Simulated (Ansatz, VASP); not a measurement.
## LiZn in VASP and in Ansatz

Contents of INCAR:

```
PREC     = Accurate       # precision mode
ENCUT    = 520            # plane-wave cutoff, eV
EDIFF    = 1E-8           # SCF threshold, eV
ISMEAR   = -1             # smearing method
SIGMA    = 0.08           # smearing width, eV
LREAL    = False          # projectors in reciprocal space
LASPH    = True           # aspherical terms in the spheres
NELM     = 80             # most SCF steps
ALGO     = Normal         # electronic algorithm
ISIF     = 2              # what is computed and relaxed
LWAVE    = False          # write WAVECAR
LCHARG   = False          # write CHGCAR
LEFG     = True         
NBANDS   = 23             # bands
```

File KPOINTS:

```
regular mesh
0
Gamma
  9 9 9
```

POSCAR

```
LiZn
1.0
    0.0311100000      3.1265550000      3.1265550000
    3.1265550000      0.0311100000      3.1265550000
    3.1265550000      3.1265550000      0.0311100000
Li Zn
2 2
Direct
    0.5000000000      0.5000000000      0.5000000000
    0.7500000000      0.7500000000      0.7500000000
    0.0000000000      0.0000000000      0.0000000000
    0.2500000000      0.2500000000      0.2500000000
```

Input for Ansatz:

```yaml
crystal:
  lattice:
    - [0.03111, 3.126555, 3.126555]
    - [3.126555, 0.03111, 3.126555]
    - [3.126555, 3.126555, 0.03111]
  atoms:
    - { symbol: Li, position: [0.5, 0.5, 0.5] }
    - { symbol: Li, position: [0.75, 0.75, 0.75] }
    - { symbol: Zn, position: [0.0, 0.0, 0.0] }
    - { symbol: Zn, position: [0.25, 0.25, 0.25] }
kpoints:
  mp_grid: { grid: [9, 9, 9] }
scf:
  occupations: { method: fermi_dirac, width: 0.08 }
hamiltonian:
  xc: lda
  pseudopotentials: { kind: all_electron, datasets: crystal }
output:
  forces: true
  stress: true
  eigenvalues: true
  efg: { contact_densities: true }
```

Change from the starting cell: equal xy, yz and zx shear strains of +1 %, crystal datasets.

Alike in both runs: task electric field gradients; functional LDA; k mesh 9 × 9 × 9; occupations fermi-dirac, width 0.08 eV; no spin polarisation.

```csv
,VASP,Ansatz
version,VASP 6.6.1,Ansatz 0.2.0
potentials or method,"VASP PAW LDA potentials, release 64 (Li_sv, Zn), cutoff 520 eV","all-electron PAW with datasets made for the crystal, scalar-relativistic"
```

Ansatz gave:

| Property | Result |
| --- | --- |
| rms of the force components (eV/Å) | 0.008 |
| size of Vzz on the site where it differs most (V/Å²) | 0.4 |

Estimate VASP's values.

rms of the force components (eV/Å): 0.007; size of Vzz on the site where it differs most (V/Å²): 0.8.

LDA's correlation is that of Perdew and Zunger in VASP and of Perdew and Wang (1992) in Ansatz. Atom by atom the forces differ by 0.000 eV/Å (rms over components). Ansatz ran all-electron here, and VASP with PAW potentials.

Noted on VASP's run: the cutoff is short for stress, so the pressure is rough.
